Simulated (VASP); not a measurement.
# CdS: relaxation of cell and atoms with LDA

The system is CdS.

```xyz
2
Lattice="0.0000 2.8783 2.8783 2.8783 0.0000 2.8783 2.8783 2.8783 0.0000" Properties=species:S:1:pos:R:3 pbc="T T T"
Cd    0.0000    0.0000    0.0000
S     4.3174    4.3174    4.3174
```

| Item | Value |
| --- | --- |
| Program | VASP 6.6.1 |
| Task | relaxation of cell and atoms |
| Functional | LDA |
| Potentials or basis | VASP PAW LDA potentials, release 64 (Cd, S) |
| Cutoff | 600 eV |
| k mesh | 8 × 8 × 8 |
| Occupations | gaussian, width 0.01 eV |
| Spin | no spin polarisation |
| Target pressure | 2 GPa |
| Dipole correction | no |
| Further INCAR settings | ALGO = Normal; EDIFF = 1e-06; IBRION = 2; EDIFFG = -0.002; NSW = 100; ISIF = 3 |

```
Relaxed volume                                             : 23.37 Å³/atom
Relaxed cell                                               : a = 4.043 Å, b = 4.043 Å, c = 4.043 Å, α = 60.00°, β = 60.00°, γ = 60.00°
Space group after relaxing (to 0.1 Å)                      : F-43m (No. 216)
Energy change on relaxing (the run minimises the enthalpy) : +3.7 meV/atom
Ionic steps                                                : 3
Pressure after relaxing                                    : 2.0 GPa
Band gap on the k mesh                                     : 1.02 eV
```

Step by step:
```csv
step,energy change (eV),largest force (eV/Å),pressure (GPa),volume (Å³)
1,0.0000,0.0000,0.53,47.69
2,0.0158,0.0000,2.94,46.19
3,0.0074,0.0000,2.00,46.74
```

Final structure:
```
Cd S
1.0
     0.00000    2.85903    2.85903
     2.85903    0.00000    2.85903
     2.85903    2.85903    0.00000
Cd S
1 1
Direct
  0.00000 0.00000 0.00000
  0.75000 0.75000 0.75000
```

Levels at points of the mesh, in eV from the valence-band top:
```csv
k point,band 6,band 7,band 8,band 9,band 10,band 11,band 12,band 13
"(0.00, 0.00, 0.00)",-7.46,0.00,0.00,0.00,1.02,6.34,6.34,6.34
"(0.50, 0.00, 0.00)",-7.02,-4.90,-0.86,-0.86,2.87,6.84,6.84,7.40
"(0.50, 0.50, 0.00)",-6.95,-4.33,-2.14,-2.14,3.21,4.22,9.22,10.91
```

Wall time 80 s on 1 thread of Intel Xeon 8259CL, with other jobs on the host, peak memory 0.19 GiB.

Caveat: the cell is relaxed towards a set pressure, so the run minimises the enthalpy, not the energy. LDA usually gives volumes a few per cent too small.
